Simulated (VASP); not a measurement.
Here is a VASP 6.6.1 calculation.

The input INCAR:

```
  ALGO = Normal
  EDIFF = 1E-6
  ENCUT = 520
  GGA = PE
  ISIF = 2
  ISMEAR = -1
  LASPH = True
  LCHARG = True
  LELF = True
  LREAL = False
  LVHAR = True
  LWAVE = False
  NBANDS = 50
  NELM = 60
  PREC = Accurate
  SIGMA = 0.05
```

File KPOINTS:

```
k-points
0
Gamma
  5 5 5
```

The input POSCAR:

```
HfSiO4
1.0
   -3.2938460386      3.2938460386      2.9919591132
    3.2938460386     -3.2938460386      2.9919591132
    3.2938460386      3.2938460386     -2.9919591132
Hf Si O
2 2 8
Direct
    0.0000000000      0.0000000000      0.0000000000
    0.7500000000      0.2500000000      0.5000000000
    0.5000000000      0.5000000000      0.0000000000
    0.2500000000      0.7500000000      0.5000000000
    0.6807574675      0.4957259865      0.8149685190
    0.2457259865      0.9307574675      0.3149685190
    0.6807574675      0.8657889485      0.1850314810
    0.6157889485      0.9307574675      0.6850314810
    0.0692425325      0.3842110515      0.3149685190
    0.5042740135      0.3192425325      0.1850314810
    0.0692425325      0.7542740135      0.6850314810
    0.1342110515      0.3192425325      0.8149685190
```

Potentials or basis: VASP PAW PBE potentials, release 64 (Hf_pv, Si, O).

The run is started by

```console
$ cat potpaw_PBE.64/Hf_pv/POTCAR potpaw_PBE.64/Si/POTCAR potpaw_PBE.64/O/POTCAR > POTCAR
$ mpirun -np 1 vasp_std > vasp.out
```

**Question.** Estimate the band gap on the k mesh.

**Answer.** 5.38 eV (least direct gap 5.76 eV).

**Question.** Predict the pressure.

**Answer.** 3.3 GPa.

**Question.** What does it give for the largest force?

**Answer.** 0.193 eV/Å.

Forces in eV/Å, atoms in the order of the input:
```
Hf   0.000  0.000  0.000
Hf   0.000  0.000  0.000
Si   0.000  0.000  0.000
Si   0.000  0.000  0.000
O   -0.135  0.000  0.138
O    0.000 -0.135  0.138
O    0.135  0.000  0.138
O    0.000  0.135  0.138
O   -0.135  0.000 -0.138
O    0.000  0.135 -0.138
O    0.135  0.000 -0.138
O    0.000 -0.135 -0.138
```

Caveat: the cell stands under pressure; spin-orbit coupling is left out, which moves the levels of the heavy elements; an odd mesh through Γ misses points on the zone boundary, where band edges can lie. PBE gaps usually lie below the measured ones, often by a third to a half.
